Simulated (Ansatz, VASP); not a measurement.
One calculation of Te, two programs

Contents of INCAR:

```
PREC     = Accurate       # precision mode
ENCUT    = 520            # plane-wave cutoff, eV
EDIFF    = 1E-6           # SCF threshold, eV
ISMEAR   = -1             # smearing method
SIGMA    = 0.05           # smearing width, eV
LREAL    = F              # projectors in reciprocal space
LASPH    = T              # aspherical terms in the spheres
NELM     = 100            # most SCF steps
ALGO     = Normal         # electronic algorithm
ISIF     = 2              # what is computed and relaxed
LWAVE    = F              # write WAVECAR
LCHARG   = F              # write CHGCAR
GGA      = PS             # functional
NBANDS   = 16             # bands
```

File KPOINTS:

```
regular mesh
0
Gamma
  7 7 5
```

Contents of POSCAR:

```
Te
1.0
    4.4834975484      0.0000000000      0.0000000000
   -2.2417487742      3.8828227747      0.0000000000
    0.0000000000      0.0000000000      5.9632329314
Te
3
Direct
    0.7310000000      0.7310000000      0.0000000000
    0.0000000000      0.2690000000      0.6666666667
    0.2690000000      0.0000000000      0.3333333333
```

Contents of input.yaml:

```yaml
crystal:
  lattice:
    - [4.4834975484, 0.0, 0.0]
    - [-2.2417487742, 3.8828227747, 0.0]
    - [0.0, 0.0, 5.9632329314]
  atoms:
    - { symbol: Te, position: [0.731, 0.731, 0.0] }
    - { symbol: Te, position: [0.0, 0.269, 0.6666666667] }
    - { symbol: Te, position: [0.269, 0.0, 0.3333333333] }
kpoints:
  mp_grid: { grid: [7, 7, 5] }
scf:
  occupations: { method: fermi_dirac, width: 0.05 }
hamiltonian:
  xc: pbesol
  pseudopotentials: { kind: all_electron, lapw: { basis_error: 0.002 } }
output:
  forces: true
  stress: true
  eigenvalues: true
```

Change from the starting cell: volume scaled by 1.02.

Alike in both runs: task single point; functional PBEsol; k mesh 7 × 7 × 5; occupations fermi-dirac, width 0.05 eV; no spin polarisation.

```csv
,VASP,Ansatz
version,VASP 6.6.1,Ansatz 0.2.0
potentials or method,"VASP PAW PBE potentials, release 64 (Te), cutoff 520 eV","all-electron LAPW, scalar-relativistic"
```

```tsv
	VASP	Ansatz	Ansatz less VASP
gap on the k mesh at the Fermi level (eV)	0.59	0.60	+0.008
least direct gap on the mesh (eV)	0.75	0.76	+0.013
pressure (GPa)	-1.8	-1.8	-0.05
traceless stress, the component that is largest in VASP (GPa)	-0.08	-0.12	-0.038
rms of the force components (eV/Å)	0.013	0.000	-0.0126
```

VASP's potentials were made for PBE, not for PBEsol. Atom by atom the forces differ by 0.013 eV/Å (rms over components). Ansatz ran all-electron here, and VASP with PAW potentials.

Spin-orbit coupling is off throughout.
